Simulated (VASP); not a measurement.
# FeSi53 (a cell with a defect) in VASP: single point with PBE

Aim: the single point of FeSi53 (a cell with a defect) with PBE.

All numbers are computed with VASP 6.6.1; they aren't measurements. Logs are shortened: lines on timing, memory, paths and dates and some standing lists are left out, and cuts for length are marked.

### 1 The cell of the first run

The cell holds a defect, 54 atoms: a = 11.513 Å, b = 11.513 Å, c = 11.513 Å, α = 60.00°, β = 60.00°, γ = 60.00°.

### 2 Single point, PBE, collinear spin, ferromagnetic start

INCAR

```
PREC = Accurate
ENCUT = 520
EDIFF = 1E-6
ISMEAR = -1
SIGMA = 0.01
LREAL = Auto
LASPH = T
NELM = 150
ALGO = Normal
ISIF = 2
LWAVE = F
LCHARG = T
ISPIN = 2
MAGMOM = 4 0 0 0 0 0 0 0 0 0 0 0 0 0 0 0 0 0 0 0 0 0 0 0 0 0 0 0 0 0 0 0 0 0 0 0 0 0 0 0 0 0 0 0 0 0 0 0 0 0 0 0 0 0
LORBIT = 11
LMAXMIX = 4
GGA = PE
LELF = T
LVHAR = T
NELECT = 222.0
NBANDS = 147
LUSENCCL = F
```

KPOINTS

```
Automatic mesh
0
Gamma
  2 2 2
```

POSCAR

```
FeSi53
1.0
    0.0000000000      8.1406800000      8.1406800000
    8.1406800000      0.0000000000      8.1406800000
    8.1406800000      8.1406800000      0.0000000000
Fe Si
1 53
Direct
    0.2502261705      0.2502261705      0.2502261705
    0.2488184204      0.2488184204      0.5817161970
    0.2488204206      0.2488204206      0.9210654445
    0.2488184204      0.5817161970      0.2488184204
    0.2494191314      0.5835997301      0.5835997301
    0.2488278544      0.5817136744      0.9208962947
    0.2488204206      0.9210654445      0.2488204206
    0.2488278544      0.9208962947      0.5817136744
    0.2488775824      0.9171534374      0.9171534374
    0.5817161970      0.2488184204      0.2488184204
    0.5835997301      0.2494191314      0.5835997301
    0.5817136744      0.2488278544      0.9208962947
    0.5835997301      0.5835997301      0.2494191314
    0.5836129286      0.5836129286      0.5836129286
    0.5828782202      0.5828782202      0.9172613998
    0.5817136744      0.9208962947      0.2488278544
    0.5828782202      0.9172613998      0.5828782202
    0.5828672290      0.9172716710      0.9172716710
    0.9210654445      0.2488204206      0.2488204206
    0.9208962947      0.2488278544      0.5817136744
    0.9171534374      0.2488775824      0.9171534374
    0.9208962947      0.5817136744      0.2488278544
    0.9172613998      0.5828782202      0.5828782202
    0.9172716710      0.5828672290      0.9172716710
    0.9171534374      0.9171534374      0.2488775824
    0.9172716710      0.9172716710      0.5828672290
    0.9171264247      0.9171264247      0.9171264247
    0.1721431524      0.1721431524      0.1721431524
    0.1719061594      0.1719061594      0.4844925409
    0.1673685414      0.1673685414      0.8328564409
    0.1719061594      0.4844925409      0.1719061594
    0.1678729798      0.4990809406      0.4990809406
    0.1678907755      0.4990963794      0.8341826240
    0.1673685414      0.8328564409      0.1673685414
    0.1678907755      0.8341826240      0.4990963794
    0.1673434728      0.8328080934      0.8328080934
    0.4844925409      0.1719061594      0.1719061594
    0.4990809406      0.1678729798      0.4990809406
    0.4990963794      0.1678907755      0.8341826240
    0.4990809406      0.4990809406      0.1678729798
    0.5000617243      0.5000617243      0.5000617243
    0.4990984955      0.4990984955      0.8342124891
    0.4990963794      0.8341826240      0.1678907755
    0.4990984955      0.8342124891      0.4990984955
    0.4996362722      0.8335495158      0.8335495158
    0.8328564409      0.1673685414      0.1673685414
    0.8341826240      0.1678907755      0.4990963794
    0.8328080934      0.1673434728      0.8328080934
    0.8341826240      0.4990963794      0.1678907755
    0.8342124891      0.4990984955      0.4990984955
    0.8335495158      0.4996362722      0.8335495158
    0.8328080934      0.8328080934      0.1673434728
    0.8335495158      0.8335495158      0.4996362722
    0.8335412206      0.8335412206      0.8335412206
```

Potentials or basis: VASP PAW PBE potentials, release 64 (Fe, Si).

Command:

```sh
$ cat potpaw_PBE.64/Fe/POTCAR potpaw_PBE.64/Si/POTCAR > POTCAR
$ mpirun -np 1 vasp_std > vasp.out
```

OUTCAR:

```text
PREC = Accurate
   ENCUT = 520
   EDIFF = 1E-6
   ISMEAR = -1
   LREAL = Auto
   LASPH = T
   NELM = 150
   ISIF = 2
   ISPIN = 2
   LORBIT = 11
   GGA = PE
   NELECT = 222.0

 ion  position               nearest neighbor table
   1  0.250  0.250  0.250-  28 2.20  29 2.20  31 2.20  37 2.20
   2  0.249  0.249  0.582-  32 2.35  38 2.35  30 2.36  29 2.36
   3  0.249  0.249  0.921-  33 2.35  39 2.35  30 2.36  28 2.36
   4  0.249  0.582  0.249-  32 2.35  40 2.35  34 2.36  31 2.36
   5  0.249  0.584  0.584-  33 2.36  35 2.36  32 2.36  41 2.36
   6  0.249  0.582  0.921-  33 2.35  42 2.35  36 2.36  31 2.36
[... 46 lines left out ...]
  53  0.834  0.834  0.500-  17 2.36  23 2.36  26 2.36  25 2.36
  54  0.834  0.834  0.834-  18 2.36  24 2.36  26 2.36  27 2.36

  LATTYP: Found a face centered cubic cell.
 ALAT       =    16.2813600000

  Lattice vectors:

 A1 = (   0.0000000000,   8.1406800000,   8.1406800000)
 A2 = (   8.1406800000,   0.0000000000,   8.1406800000)
 A3 = (   8.1406800000,   8.1406800000,   0.0000000000)

Analysis of symmetry for initial positions (statically):
=====================================================================
 Subroutine PRICEL returns:
 Original cell was already a primitive cell.

 Routine SETGRP: Setting up the symmetry group for a
 face centered cubic supercell.

 Subroutine GETGRP returns: Found  6 space group operations
 (whereof  6 operations were pure point group operations)
 out of a pool of 48 trial point group operations.

The static configuration has the point symmetry C_3v.

Analysis of symmetry for dynamics (positions and initial velocities):
=====================================================================
 Subroutine PRICEL returns:
 Original cell was already a primitive cell.

 Routine SETGRP: Setting up the symmetry group for a
 face centered cubic supercell.

 Subroutine GETGRP returns: Found  6 space group operations
 (whereof  6 operations were pure point group operations)
 out of a pool of 48 trial point group operations.

The dynamic configuration has the point symmetry C_3v.

Analysis of structural, dynamic, and magnetic symmetry:
=====================================================================
 Subroutine PRICEL returns:
 Original cell was already a primitive cell.

 Routine SETGRP: Setting up the symmetry group for a
 face centered cubic supercell.

 Subroutine GETGRP returns: Found  6 space group operations
 (whereof  6 operations were pure point group operations)
 out of a pool of 48 trial point group operations.

The overall configuration has the point symmetry C_3v.

 Subroutine INISYM returns: Found  6 space group operations
 (whereof  6 operations are pure point group operations),
 and found     1 'primitive' translations

----------------------------------------------------------------------------------------

                                     Primitive cell

  volume of cell :    1078.9766

  direct lattice vectors                    reciprocal lattice vectors
     0.000000000  8.140680000  8.140680000    -0.061419931  0.061419931  0.061419931
     8.140680000  0.000000000  8.140680000     0.061419931 -0.061419931  0.061419931
     8.140680000  8.140680000  0.000000000     0.061419931  0.061419931 -0.061419931

  length of vectors
    11.512660063 11.512660063 11.512660063     0.106382440  0.106382440  0.106382440

  position of ions in fractional coordinates (direct lattice)
     0.250226170  0.250226170  0.250226170
     0.248818420  0.248818420  0.581716197
     0.248820421  0.248820421  0.921065445
     0.248818420  0.581716197  0.248818420
     0.249419131  0.583599730  0.583599730
     0.248827854  0.581713674  0.920896295
[... 46 lines left out ...]
     0.833549516  0.833549516  0.499636272
     0.833541221  0.833541221  0.833541221

  ion indices of the primitive-cell ions
   primitive index   ion index
[... 87 lines left out ...]
   k-points           NKPTS =      4   k-points in BZ     NKDIM =      4   number of bands    NBANDS=    147
   number of dos      NEDOS =    301   number of ions     NIONS =     54
   total plane-waves  NPLWV = 729000
   dimension x,y,z NGX =    90 NGY =   90 NGZ =   90
   dimension x,y,z NGXF=   180 NGYF=  180 NGZF=  180
   ions per type =               1  53
   NGX,Y,Z   is equivalent  to a cutoff of  13.00, 13.00, 13.00 a.u.
   NGXF,Y,Z  is equivalent  to a cutoff of  25.99, 25.99, 25.99 a.u.
 SYSTEM =  unknown system
   PREC   = accura    normal or accurate (medium, high low for compatibility)
   ISTART =      0    job   : 0-new  1-cont  2-samecut
   ICHARG =      2    charge: 1-file 2-atom 10-const
   ISPIN  =      2    spin polarized calculation?
   LNONCOLLINEAR =      F non collinear calculations
   LSORBIT =      F    spin-orbit coupling
   LASPH  =      T    aspherical Exc in radial PAW
   ENCUT  =  520.0 eV  38.22 Ry    6.18 a.u.  21.41 21.41 21.41*2*pi/ulx,y,z
   NELM   =    150;   NELMIN=  2; NELMDL= -5     # of ELM steps
   EDIFF  = 0.1E-05   stopping-criterion for ELM
   LREAL  =      T    real-space projection
   EDIFFG = 0.1E-04   stopping-criterion for IOM
   NSW    =      0    number of steps for IOM
[... 5 lines left out ...]
   TEBEG  =    0.0;   TEEND  =   0.0 temperature during run
   PSTRESS=    0.0 pullay stress
   NELECT =     222.0000    total number of electrons
   NUPDOWN=      -1.0000    fix difference up-down
   EMIN   =  10.00;   EMAX   =-10.00  energy-range for DOS
   EFERMI =   0.00;   METHOD = LEGACY
   ISMEAR =    -1;   SIGMA  =   0.01  broadening in eV -4-tet -1-fermi 0-gaus
   EFERMI_NEDOS =   21; number of points for ismear=-14 and -15
   IALGO  =     38    algorithm
   IMIX   =      4    mixing-type and parameters
     AMIX     =   0.40;   BMIX     =  1.00
     AMIX_MAG =   1.60;   BMIX_MAG =  1.00
  volume/ion in A,a.u.               =      19.98       134.84
  Fermi-wavevector in a.u.,A,eV,Ry     =   0.966470  1.826364 12.708721  0.934065
  Thomas-Fermi vector in A             =   2.096274
   LORBIT       =     11    0 simple, 1 ext, 2 COOP (PROOUT), +10 PAW based schemes
   GGA     = PE    functional components
   LHFCALC =     F    Hartree Fock is set to
   AEXX    =    0.0000 exact exchange contribution
   IVDW    =     0    specifies the selected vdW correction
   LEPSILON=     F    determine dielectric tensor
   LRPA    =     F    only Hartree local field effects (RPA)
 spin polarized calculation
  energy-cutoff  :      520.00
  volume of cell :     1078.98
 maximum number of plane-waves:     29123
 NGX is ok and might be reduce to    90
   NGX = 43   NGY = 43   NGZ = 43

 number of electron     222.0000009 magnetization      -0.0431119

 number of electron     222.0000009 magnetization       0.0018961

 Free energy of the ion-electron system (eV)
  ---------------------------------------------------
  ext. energy  EPLUGINS =         0.00000000
  ---------------------------------------------------
  free energy    TOTEN  =      -281.08828500 eV

  energy without entropy =     -281.08258086  energy(sigma->0) =     -281.08543293

 E-fermi :   6.5063     XC(G=0):  -9.4703

 val. band max:        6.0587894762   @ k =   0.5000   0.5000   0.0000
 cond. band min:       6.5143926254   @ k =   0.0000   0.0000   0.0000
 fundamental gap:      0.4556031492
 Fermi energy:         6.5062867633

 spin component 1

 k-point     1 :       0.0000    0.0000    0.0000
  band No.  band energies     occupation
      1      -6.1919      1.00000
      2      -4.8948      1.00000
      3      -4.8625      1.00000
      4      -4.8625      1.00000
      5      -4.8624      1.00000
      6      -4.8071      1.00000
[... 493 lines left out ...]
    122       7.8457      0.00000
    123       7.8459      0.00000
 Fermi energy:         6.5062867633

 spin component 2

 k-point     1 :       0.0000    0.0000    0.0000
  band No.  band energies     occupation
      1      -6.1919      1.00000
      2      -4.8948      1.00000
      3      -4.8625      1.00000
      4      -4.8625      1.00000
      5      -4.8624      1.00000
      6      -4.8071      1.00000
[... 493 lines left out ...]
    122       7.8458      0.00000
    123       7.8459      0.00000
 [bands above 123 left out]

------------------------ aborting loop because EDIFF is reached ----------------------------------------

  FORCE on cell =-STRESS in cart. coord.  units (eV):
  Direction    XX          YY          ZZ          XY          YZ          ZX
  --------------------------------------------------------------------------------------
  -------------------------------------------------------------------------------------
  Total       29.4231099     29.4231099     29.4231099     -0.0091610     -0.0091610     -0.0091610
  in kB       43.6905097     43.6905097     43.6905097     -0.0136032     -0.0136032     -0.0136032
  external PRESSURE =      43.6905097 kB  Pullay stress =       0.0000000 kB

 VOLUME and BASIS-vectors are now :
 -----------------------------------------------------------------------------
  energy-cutoff  :      520.00
  volume of cell :     1078.98
      direct lattice vectors                 reciprocal lattice vectors
     0.000000000  8.140680000  8.140680000    -0.061419931  0.061419931  0.061419931
     8.140680000  0.000000000  8.140680000     0.061419931 -0.061419931  0.061419931
     8.140680000  8.140680000  0.000000000     0.061419931  0.061419931 -0.061419931

 POSITION                                       TOTAL-FORCE (eV/Angst)
 -----------------------------------------------------------------------------------
      4.07402      4.07402      4.07402        -0.004060     -0.004060     -0.004060
      6.76112      6.76112      4.05110        -0.001010     -0.001010     -0.002023
      9.52367      9.52367      4.05113         0.002319      0.002319     -0.001809
      6.76112      4.05110      6.76112        -0.001010     -0.002023     -0.001010
      9.50180      6.78134      6.78134        -0.002480      0.002278      0.002278
     12.23227      9.52235      6.76117         0.001123      0.002034     -0.001171
[... 46 lines left out ...]
     10.85304     10.85304     13.57132         0.001728      0.001728     -0.002135
     13.57118     13.57118     13.57118        -0.001968     -0.001968     -0.001968
 -----------------------------------------------------------------------------------
    total drift:                               -0.013928     -0.013928     -0.013928

  FREE ENERGIE OF THE ION-ELECTRON SYSTEM (eV)
  ---------------------------------------------------
  free  energy   TOTEN  =      -281.0882850041 eV

  energy  without entropy=     -281.0825808591  energy(sigma->0) =     -281.08543293

 total charge

# of ion       s       p       d       tot
------------------------------------------
    1        0.529   0.466   6.589   7.584
    2        0.760   0.937   0.000   1.696
    3        0.760   0.937   0.000   1.696
    4        0.760   0.937   0.000   1.696
    5        0.752   0.946   0.000   1.697
    6        0.760   0.937   0.000   1.696
[... 46 lines left out ...]
   53        0.752   0.948   0.000   1.699
   54        0.752   0.948   0.000   1.699
--------------------------------------------------
tot         40.580  50.435   6.589  97.604

 magnetization (x)

# of ion       s       p       d       tot
------------------------------------------
    1        0.000   0.000   0.000   0.000
    2        0.000  -0.000   0.000  -0.000
    3        0.000   0.000   0.000   0.000
    4        0.000  -0.000   0.000  -0.000
    5        0.000  -0.000   0.000  -0.000
    6        0.000  -0.000   0.000   0.000
[... 46 lines left out ...]
   53        0.000  -0.000   0.000  -0.000
   54        0.000  -0.000   0.000  -0.000
--------------------------------------------------
tot          0.000  -0.000   0.000   0.000
```

Run time: 6.3 min. Hardware: 1 × NVIDIA H100 80GB with 1 thread of AMD EPYC 7R13 (Zen 3), shared host; peak memory 2.6 GiB.

What came out:

- Free energy: -281.0883 eV
- Largest force: 0.027 eV/Å
- Net moment: 0.00 μB per cell
- Valence electrons inside the program's atomic spheres: Fe 7.58; Si 1.70

Forces on the atoms (eV/Å):
```
Fe  -0.004 -0.004 -0.004
Si  -0.001 -0.001 -0.002
Si   0.002  0.002 -0.002
Si  -0.001 -0.002 -0.001
Si  -0.002  0.002  0.002
Si   0.001  0.002 -0.001
Si   0.002 -0.002  0.002
Si   0.001 -0.001  0.002
Si  -0.005  0.004  0.004
Si  -0.002 -0.001 -0.001
Si   0.002 -0.002  0.002
Si   0.002  0.001 -0.001
Si   0.002  0.002 -0.002
Si  -0.003 -0.003 -0.003
Si   0.000  0.000  0.006
Si   0.002 -0.001  0.001
Si   0.000  0.006  0.000
Si  -0.005  0.000  0.000
Si  -0.002  0.002  0.002
Si  -0.001  0.001  0.002
Si   0.004 -0.005  0.004
Si  -0.001  0.002  0.001
Si   0.006  0.000  0.000
Si   0.000 -0.005  0.000
Si   0.004  0.004 -0.005
Si   0.000  0.000 -0.005
Si  -0.003 -0.003 -0.003
Si  -0.016 -0.016 -0.016
Si   0.013  0.013 -0.009
Si   0.000  0.000 -0.001
Si   0.013 -0.009  0.013
Si   0.004 -0.001 -0.001
Si   0.002 -0.003 -0.002
Si   0.000 -0.001  0.000
Si   0.002 -0.002 -0.003
Si   0.003  0.000  0.000
Si  -0.009  0.013  0.013
Si  -0.001  0.004 -0.001
Si  -0.003  0.002 -0.002
Si  -0.001 -0.001  0.004
Si   0.000  0.000  0.000
Si   0.000  0.000  0.003
Si  -0.003 -0.002  0.002
Si   0.000  0.003  0.000
Si  -0.002  0.002  0.002
Si  -0.001  0.000  0.000
Si  -0.002  0.002 -0.003
Si   0.000  0.003  0.000
Si  -0.002 -0.003  0.002
Si   0.003  0.000  0.000
Si   0.002 -0.002  0.002
Si   0.000  0.000  0.003
Si   0.002  0.002 -0.002
Si  -0.002 -0.002 -0.002
```

Levels at points of the mesh, in eV from the Fermi level:
Spin up:
```tsv
k point	band 108	band 109	band 110	band 111	band 112	band 113	band 114	band 115
(0.00, 0.00, 0.00)	-0.96	-0.96	-0.96	0.01	0.01	0.01	0.03	0.03
(0.50, 0.00, 0.00)	-1.22	-0.89	-0.89	-0.46	0.25	0.25	0.26	0.38
(0.50, 0.50, 0.50)	-1.22	-0.89	-0.89	-0.46	0.25	0.25	0.26	0.38
(0.50, 0.50, 0.00)	-1.27	-1.04	-0.69	-0.45	0.08	0.08	0.19	0.20
```
Spin down:
```tsv
k point	band 109	band 110	band 111	band 112	band 113	band 114
(0.00, 0.00, 0.00)	-0.96	-0.96	0.01	0.01	0.01	0.03
(0.50, 0.00, 0.00)	-0.89	-0.89	-0.46	0.25	0.25	0.26
(0.50, 0.50, 0.50)	-0.89	-0.89	-0.46	0.25	0.25	0.26
(0.50, 0.50, 0.00)	-1.04	-0.69	-0.45	0.08	0.08	0.19
```

Caveat: the cell carries a net charge on a neutralising background, which shifts energy and pressure; the cell is charged against a uniform background, so pressure and absolute levels hang on convention; the moments typed at the start vanished in this run.
